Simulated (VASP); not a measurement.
Crystal: Si2Ni.

```xyz
3
Lattice="0.0000 2.7386 2.7386 2.7386 0.0000 2.7386 2.7386 2.7386 0.0000" Properties=species:S:1:pos:R:3 pbc="T T T"
Ni    0.0000    0.0000    0.0000
Si    4.1079    4.1079    4.1079
Si    1.3693    1.3693    1.3693
```

Base run:

```yaml
Program: VASP 6.6.1
Functional: r2SCAN
Potentials_or_basis: VASP PAW PBE potentials, release 64 (Ni, Si)
Cutoff: 520 eV
k_mesh: 9 × 9 × 9
Occupations: fermi-dirac, width 0.05 eV
Spin: collinear spin, ferromagnetic start
Starting_moments: "[1.0, 0.0, 0.0] μB"
```

Its results: band gap on the k mesh zero (filled and empty bands overlap); pressure -6.8 GPa; net moment 0.00 μB per cell.

Problem. After a change of settings the same cell gave: band gap on the k mesh zero (filled and empty bands overlap); pressure -9.4 GPa; net moment 0.00 μB per cell. Which change was it?
A. functional from r2SCAN to PBEsol
B. functional from r2SCAN to PBE
C. functional from r2SCAN to LDA; potentials or basis from VASP PAW PBE potentials, release 64 (Ni, Si) to VASP PAW LDA potentials, release 64 (Ni, Si)

Solution. C.

Caveats: the PAW data sets were made with another functional, which shifts forces and pressure a little (some runs).
